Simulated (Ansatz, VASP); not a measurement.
## YTl: VASP beside Ansatz

```
Y Tl
1.0
     3.75100    0.01876    0.01876
     0.01876    3.75100    0.01876
     0.01876    0.01876    3.75100
Y Tl
1 1
Direct
  0.50000 0.50000 0.50000
  0.00000 0.00000 0.00000
```

Change from the starting cell: equal xy, yz and zx shear strains of +1 %, crystal datasets.

Alike in both runs: task electric field gradients; functional LDA; k mesh 11 × 11 × 11; occupations fermi-dirac, width 0.08 eV; no spin polarisation.

|  | VASP | Ansatz |
| --- | --- | --- |
| version | VASP 6.6.1 | Ansatz 0.2.0 |
| potentials or method | VASP PAW LDA potentials, release 64 (Y_sv, Tl_d), cutoff 520 eV | all-electron PAW with datasets made for the crystal, scalar-relativistic |

Ansatz gave:

```
pressure (GPa)                                                : -3.0
traceless stress, the component that is largest in VASP (GPa) : -0.30
size of Vzz on the site where it differs most (V/Å²)          : 15.9
```

Problem. Estimate VASP's values.

Solution. Pressure (GPa): -2.9; traceless stress, the component that is largest in VASP (GPa): -0.31; size of Vzz on the site where it differs most (V/Å²): 18.8.

LDA's correlation is that of Perdew and Zunger in VASP and of Perdew and Wang (1992) in Ansatz. Ansatz ran all-electron here, and VASP with PAW potentials.

Neither program's run includes spin-orbit coupling.
